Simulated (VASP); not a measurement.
# CoSi2 (Fm-3m) in VASP: a series of runs

Runs on CoSi2. Level: PBE. Tasks: density of states, electric field gradients.

Everything below comes from runs of VASP 6.6.1. Logs are shortened: lines on timing, memory, paths and dates and some standing lists are left out, and cuts for length are marked.

## Step 1: The cell of the first run

Symmetry: Fm-3m, No. 225, cubic system. Conventional cell: a = 5.365 Å, b = 5.365 Å, c = 5.365 Å, α = 90.00°, β = 90.00°, γ = 90.00°. Within 3.1 Å of Co (site symmetry m-3m) lie 8 Si at 2.32 Å. Within 3.1 Å of Si (site symmetry -43m) lie 4 Co at 2.32 Å and 6 Si at 2.68 Å.

## Step 2: Density of states, PBE, collinear spin, ferromagnetic start

File POSCAR:

```
CoSi2
1.0
    0.0000000000      2.6825000000      2.6825000000
    2.6825000000      0.0000000000      2.6825000000
    2.6825000000      2.6825000000      0.0000000000
Co Si
1 2
Direct
    0.0000000000      0.0000000000      0.0000000000
    0.2500000000      0.2500000000      0.2500000000
    0.7500000000      0.7500000000      0.7500000000
```

File INCAR.step1:

```
  PREC = Accurate
  ENCUT = 520
  EDIFF = 1E-7
  ISMEAR = -1
  SIGMA = 0.08
  LREAL = False
  LASPH = True
  NELM = 150
  ALGO = Normal
  ISIF = 2
  LWAVE = False
  LCHARG = True
  ISPIN = 2
  MAGMOM = 2 0 0
  LMAXMIX = 4
  GGA = PE
  NBANDS = 20
```

File KPOINTS.step1:

```
regular mesh
0
Gamma
  12 12 12
```

File INCAR.step2:

```
  PREC = Accurate
  ENCUT = 520
  EDIFF = 1E-7
  ISMEAR = -5
  SIGMA = 0.08
  LREAL = False
  LASPH = True
  NELM = 150
  ALGO = Normal
  ISIF = 2
  LWAVE = False
  LCHARG = False
  ISPIN = 2
  MAGMOM = 2 0 0
  LORBIT = 10
  LMAXMIX = 4
  GGA = PE
  NBANDS = 20
  NEDOS = 1001
  ICHARG = 11
```

File KPOINTS.step2:

```
regular mesh
0
Gamma
  18 18 18
```

Potentials or basis: VASP PAW PBE potentials, release 64 (Co, Si).

On the command line:

```bash
cat potpaw_PBE.64/Co/POTCAR potpaw_PBE.64/Si/POTCAR > POTCAR
cp INCAR.step1 INCAR
cp KPOINTS.step1 KPOINTS
mpirun -np 1 vasp_std > vasp.out
cp INCAR.step2 INCAR
cp KPOINTS.step2 KPOINTS
mpirun -np 1 vasp_std > vasp.out
```

OUTCAR:

```text
PREC = Accurate
   ENCUT = 520
   EDIFF = 1E-7
   ISMEAR = -5
   LREAL = False
   LASPH = True
   NELM = 150
   ISIF = 2
   ISPIN = 2
   LORBIT = 10
   GGA = PE
   ICHARG = 11

 ion  position               nearest neighbor table
   1  0.000  0.000  0.000-   3 2.32   3 2.32   3 2.32   2 2.32   3 2.32   2 2.32   2 2.32   2 2.32

   2  0.250  0.250  0.250-   1 2.32   1 2.32   1 2.32   1 2.32   3 2.68   3 2.68   3 2.68   3 2.68
                             3 2.68   3 2.68
   3  0.750  0.750  0.750-   1 2.32   1 2.32   1 2.32   1 2.32   2 2.68   2 2.68   2 2.68   2 2.68
                             2 2.68   2 2.68

  LATTYP: Found a face centered cubic cell.
 ALAT       =     5.3650000000

  Lattice vectors:

 A1 = (   0.0000000000,   2.6825000000,   2.6825000000)
 A2 = (   2.6825000000,   0.0000000000,   2.6825000000)
 A3 = (   2.6825000000,   2.6825000000,   0.0000000000)

Analysis of symmetry for initial positions (statically):
=====================================================================
 Subroutine PRICEL returns:
 Original cell was already a primitive cell.

 Routine SETGRP: Setting up the symmetry group for a
 face centered cubic supercell.

 Subroutine GETGRP returns: Found 48 space group operations
 (whereof 48 operations were pure point group operations)
 out of a pool of 48 trial point group operations.

The static configuration has the point symmetry O_h .

Analysis of symmetry for dynamics (positions and initial velocities):
=====================================================================
 Subroutine PRICEL returns:
 Original cell was already a primitive cell.

 Routine SETGRP: Setting up the symmetry group for a
 face centered cubic supercell.

 Subroutine GETGRP returns: Found 48 space group operations
 (whereof 48 operations were pure point group operations)
 out of a pool of 48 trial point group operations.

The dynamic configuration has the point symmetry O_h .

Analysis of structural, dynamic, and magnetic symmetry:
=====================================================================
 Subroutine PRICEL returns:
 Original cell was already a primitive cell.

 Routine SETGRP: Setting up the symmetry group for a
 face centered cubic supercell.

 Subroutine GETGRP returns: Found 48 space group operations
 (whereof 48 operations were pure point group operations)
 out of a pool of 48 trial point group operations.

The overall configuration has the point symmetry O_h .

[... 119 lines left out ...]
   IALGO  =     38    algorithm
   IMIX   =      4    mixing-type and parameters
     AMIX     =   0.40;   BMIX     =  1.00
     AMIX_MAG =   1.60;   BMIX_MAG =  1.00
  volume/ion in A,a.u.               =      12.87        86.84
  Fermi-wavevector in a.u.,A,eV,Ry     =   1.245493  2.353641 21.106087  1.551254
  Thomas-Fermi vector in A             =   2.379713
   LORBIT       =     10    0 simple, 1 ext, 2 COOP (PROOUT), +10 PAW based schemes
   GGA     = PE    functional components
   LHFCALC =     F    Hartree Fock is set to
   AEXX    =    0.0000 exact exchange contribution
   IVDW    =     0    specifies the selected vdW correction
   LEPSILON=     F    determine dielectric tensor
   LRPA    =     F    only Hartree local field effects (RPA)
 spin polarized calculation
 Fermi weights with tetrahedron method with Bloechl corrections
  energy-cutoff  :      520.00
  volume of cell :       38.61
 maximum number of plane-waves:      1056

 number of electron      16.9999994 magnetization       0.0000003

 Free energy of the ion-electron system (eV)
  ---------------------------------------------------
  ext. energy  EPLUGINS =         0.00000000
  ---------------------------------------------------
  free energy    TOTEN  =       -19.29412418 eV

  energy without entropy =      -19.29412418  energy(sigma->0) =      -19.29412418

 E-fermi :  10.0012     XC(G=0): -11.7232

 val. band max:       10.0420099672   @ k =   0.2778   0.1667   0.0000
 cond. band min:      10.0080724354   @ k =   0.4444   0.1667   0.0556
 fundamental gap:     -0.0339375318
 Fermi energy:        10.0011983469

 spin component 1

 k-point     1 :       0.0000    0.0000    0.0000
  band No.  band energies     occupation
      1      -3.0605      1.00000
      2       5.9693      1.00000
      3       5.9693      1.00000
      4       5.9693      1.00000
      5       8.1325      1.00000
      6       8.1325      1.00000
[... 541 lines left out ...]
     19      24.0894      0.00000
     20      26.9077      0.00000

 [... further k-points ...]

 spin component 2

 k-point     1 :       0.0000    0.0000    0.0000
  band No.  band energies     occupation
      1      -3.0605      1.00000
      2       5.9693      1.00000
      3       5.9693      1.00000
      4       5.9693      1.00000
      5       8.1325      1.00000
      6       8.1325      1.00000
[... 541 lines left out ...]
     19      24.0894      0.00000
     20      26.9032      0.00000

 [... further k-points ...]
[... 5 lines left out ...]
  --------------------------------------------------------------------------------------
  -------------------------------------------------------------------------------------
  Total       -0.0924310     -0.0924310     -0.0924310     -0.0000000     -0.0000000      0.0000000
  in kB       -3.8360022     -3.8360022     -3.8360022     -0.0000000     -0.0000000      0.0000000
  external PRESSURE =      -3.8360022 kB  Pullay stress =       0.0000000 kB

 VOLUME and BASIS-vectors are now :
 -----------------------------------------------------------------------------
  energy-cutoff  :      520.00
  volume of cell :       38.61
      direct lattice vectors                 reciprocal lattice vectors
     0.000000000  2.682500000  2.682500000    -0.186393290  0.186393290  0.186393290
     2.682500000  0.000000000  2.682500000     0.186393290 -0.186393290  0.186393290
     2.682500000  2.682500000  0.000000000     0.186393290  0.186393290 -0.186393290

 POSITION                                       TOTAL-FORCE (eV/Angst)
 -----------------------------------------------------------------------------------
      0.00000      0.00000      0.00000        -0.000000      0.000000     -0.000000
      1.34125      1.34125      1.34125         0.000000      0.000000      0.000000
      4.02375      4.02375      4.02375        -0.000000     -0.000000     -0.000000
 -----------------------------------------------------------------------------------
    total drift:                               -0.000000     -0.000000      0.000000

  FREE ENERGIE OF THE ION-ELECTRON SYSTEM (eV)
  ---------------------------------------------------
  free  energy   TOTEN  =       -19.2941241812 eV

  energy  without entropy=      -19.2941241812  energy(sigma->0) =      -19.29412418

 total charge

# of ion       s       p       d       tot
------------------------------------------
    1        0.538   0.714   7.590   8.842
    2        0.717   0.870   0.000   1.587
    3        0.717   0.870   0.000   1.587
--------------------------------------------------
tot          1.971   2.454   7.590  12.015

 magnetization (x)

# of ion       s       p       d       tot
------------------------------------------
    1        0.000  -0.000  -0.000  -0.000
    2       -0.000  -0.000   0.000  -0.000
    3       -0.000  -0.000   0.000  -0.000
--------------------------------------------------
tot         -0.000  -0.000  -0.000  -0.000
```

OSZICAR.step1:

```text
N       E                     dE             d eps       ncg     rms          rms(c)
DAV:   1     0.674886800467E+02    0.67489E+02   -0.65978E+03  5792   0.811E+02
DAV:   2    -0.159246149651E+02   -0.83413E+02   -0.72922E+02  6136   0.184E+02
DAV:   3    -0.203210066325E+02   -0.43964E+01   -0.42478E+01  6952   0.451E+01
DAV:   4    -0.203925817525E+02   -0.71575E-01   -0.71451E-01  6700   0.519E+00
DAV:   5    -0.203946731026E+02   -0.20914E-02   -0.20911E-02  7208   0.947E-01    0.162E+01
DAV:   6    -0.251902449907E+02   -0.47956E+01   -0.18417E+01  6452   0.866E+01    0.196E+01
DAV:   7    -0.193338674291E+02    0.58564E+01   -0.93913E+00  7036   0.675E+01    0.329E+00
DAV:   8    -0.193365144297E+02   -0.26470E-02   -0.57043E-01  7116   0.481E+00    0.204E+00
DAV:   9    -0.193051022990E+02    0.31412E-01   -0.68647E-02  6972   0.397E+00    0.809E-01
DAV:  10    -0.193054981362E+02   -0.39584E-03   -0.30395E-03  7856   0.466E-01    0.325E-01
DAV:  11    -0.193054466815E+02    0.51455E-04   -0.76891E-04  7128   0.357E-01    0.122E-01
DAV:  12    -0.193055829355E+02   -0.13625E-03   -0.28740E-04  6800   0.179E-01    0.513E-02
DAV:  13    -0.193055824134E+02    0.52212E-06   -0.31281E-05  7088   0.593E-02    0.157E-02
DAV:  14    -0.193055825590E+02   -0.14565E-06   -0.21168E-06  7524   0.118E-02    0.478E-03
DAV:  15    -0.193055834222E+02   -0.86317E-06   -0.18828E-06  6456   0.750E-03    0.506E-03
DAV:  16    -0.193055832753E+02    0.14689E-06   -0.10753E-07  6208   0.317E-03    0.132E-03
DAV:  17    -0.193055833226E+02   -0.47273E-07   -0.89267E-09  3632   0.784E-04
   1 F= -.19305583E+02 E0= -.19294758E+02  d E =-.216497E-01  mag=     0.0000
```

Run time: 6.3 min. Hardware: 1 thread of Intel Xeon Platinum 8259CL at 2.50GHz (Skylake/Cascade Lake), shared host; peak memory 0.33 GiB.

What came out:

```
Net moment                                            : 0.00 μB per cell
Valence electrons inside the program's atomic spheres : Co 8.84; Si 1.59
```

Caveat: the starting moments collapsed, and a magnetic state may lie lower; tetrahedron occupations give inexact forces and stress in metals.

## Step 3: Electric field gradients, PBE, collinear spin, ferromagnetic start

File INCAR:

```
  ALGO = Normal
  EDIFF = 1E-8
  ENCUT = 520
  GGA = PE
  ISIF = 2
  ISMEAR = -1
  ISPIN = 2
  LASPH = True
  LCHARG = False
  LEFG = True
  LMAXMIX = 4
  LORBIT = 11
  LREAL = False
  LWAVE = False
  MAGMOM = 2 0 0
  NBANDS = 20
  NELM = 150
  PREC = Accurate
  SIGMA = 0.08
```

File KPOINTS:

```
k-points
0
Gamma
  12 12 12
```

POSCAR is that of step 2.

Potentials or basis: VASP PAW PBE potentials, release 64 (Co, Si).

On the command line:

```bash
cat potpaw_PBE.64/Co/POTCAR potpaw_PBE.64/Si/POTCAR > POTCAR
mpirun -np 1 vasp_std > vasp.out
```

OUTCAR:

```text
EDIFF = 1E-8
   ENCUT = 520
   GGA = PE
   ISIF = 2
   ISMEAR = -1
   ISPIN = 2
   LASPH = True
   LORBIT = 11
   LREAL = False
   NELM = 150
   PREC = Accurate

 ion  position               nearest neighbor table
   1  0.000  0.000  0.000-   3 2.32   3 2.32   3 2.32   2 2.32   3 2.32   2 2.32   2 2.32   2 2.32

   2  0.250  0.250  0.250-   1 2.32   1 2.32   1 2.32   1 2.32   3 2.68   3 2.68   3 2.68   3 2.68
                             3 2.68   3 2.68
   3  0.750  0.750  0.750-   1 2.32   1 2.32   1 2.32   1 2.32   2 2.68   2 2.68   2 2.68   2 2.68
                             2 2.68   2 2.68

  LATTYP: Found a face centered cubic cell.
 ALAT       =     5.3650000000

  Lattice vectors:

 A1 = (   0.0000000000,   2.6825000000,   2.6825000000)
 A2 = (   2.6825000000,   0.0000000000,   2.6825000000)
 A3 = (   2.6825000000,   2.6825000000,   0.0000000000)

Analysis of symmetry for initial positions (statically):
=====================================================================
 Subroutine PRICEL returns:
 Original cell was already a primitive cell.

 Routine SETGRP: Setting up the symmetry group for a
 face centered cubic supercell.

 Subroutine GETGRP returns: Found 48 space group operations
 (whereof 48 operations were pure point group operations)
 out of a pool of 48 trial point group operations.

The static configuration has the point symmetry O_h .

Analysis of symmetry for dynamics (positions and initial velocities):
=====================================================================
[... 1300 lines left out ...]
  Total       -0.1505988     -0.1505988     -0.1505988      0.0000000      0.0000000     -0.0000000
  in kB       -6.2500418     -6.2500418     -6.2500418      0.0000000      0.0000000     -0.0000000
  external PRESSURE =      -6.2500418 kB  Pullay stress =       0.0000000 kB

 VOLUME and BASIS-vectors are now :
 -----------------------------------------------------------------------------
  energy-cutoff  :      520.00
  volume of cell :       38.61
      direct lattice vectors                 reciprocal lattice vectors
     0.000000000  2.682500000  2.682500000    -0.186393290  0.186393290  0.186393290
     2.682500000  0.000000000  2.682500000     0.186393290 -0.186393290  0.186393290
     2.682500000  2.682500000  0.000000000     0.186393290  0.186393290 -0.186393290

 POSITION                                       TOTAL-FORCE (eV/Angst)
 -----------------------------------------------------------------------------------
      0.00000      0.00000      0.00000        -0.000000     -0.000000     -0.000000
      1.34125      1.34125      1.34125        -0.000000      0.000000     -0.000000
      4.02375      4.02375      4.02375         0.000000     -0.000000      0.000000
 -----------------------------------------------------------------------------------
    total drift:                               -0.000000     -0.000000      0.000000

  FREE ENERGIE OF THE ION-ELECTRON SYSTEM (eV)
  ---------------------------------------------------
  free  energy   TOTEN  =       -19.3055834082 eV

  energy  without entropy=      -19.2839338908  energy(sigma->0) =      -19.29475865

 Electric field gradients (V/A^2)
---------------------------------------------------------------------
 ion       V_xx      V_yy      V_zz      V_xy      V_xz      V_yz
---------------------------------------------------------------------
   1       0.000     0.000    -0.000    -0.001    -0.001    -0.001
   2      -0.000    -0.000    -0.000    -0.000    -0.000    -0.000
   3      -0.000    -0.000    -0.000    -0.000    -0.000    -0.000
---------------------------------------------------------------------

 Electric field gradients after diagonalization (V/A^2)
 (convention: |V_zz| > |V_xx| > |V_yy|)
----------------------------------------------------------------------
 ion       V_xx      V_yy      V_zz     asymmetry (V_yy - V_xx)/ V_zz
----------------------------------------------------------------------
   1       0.001     0.001    -0.003       0.000
   2       0.000     0.000    -0.000       0.000
   3       0.000     0.000    -0.000       0.000
----------------------------------------------------------------------

           NMR quadrupolar parameters

 Cq : quadrupolar parameter    Cq=e*Q*V_zz/h
 eta: asymmetry parameters     (V_yy - V_xx)/ V_zz
 Q  : nuclear electric quadrupole moment in mb (millibarn)
----------------------------------------------------------------------
 ion       Cq(MHz)       eta       Q (mb)
----------------------------------------------------------------------
   1      -0.000       0.000       1.000
   2      -0.000       0.000       1.000
   3      -0.000       0.000       1.000
----------------------------------------------------------------------

 total charge

# of ion       s       p       d       tot
------------------------------------------
    1        0.538   0.714   7.589   8.841
    2        0.717   0.870   0.000   1.587
    3        0.717   0.870   0.000   1.587
--------------------------------------------------
tot          1.972   2.454   7.589  12.015

 magnetization (x)

# of ion       s       p       d       tot
------------------------------------------
    1       -0.000  -0.000  -0.000  -0.000
    2        0.000  -0.000   0.000  -0.000
    3        0.000  -0.000   0.000  -0.000
--------------------------------------------------
tot         -0.000  -0.000  -0.000  -0.000
```

Run time: 3 min. Hardware: 1 thread of Intel Xeon Platinum 8259CL at 2.50GHz (Skylake/Cascade Lake), shared host; peak memory 0.23 GiB.

What came out:

- Free energy: -19.3056 eV
- Pressure: -0.6 GPa
- Net moment: 0.00 μB per cell
- Valence electrons inside the program's atomic spheres: Co 8.84; Si 1.59

Caveat: the starting moments collapsed, and a magnetic state may lie lower; without QUAD_EFG the Cq values of the log hold for a quadrupole moment of 1 mb, not for the nuclei.
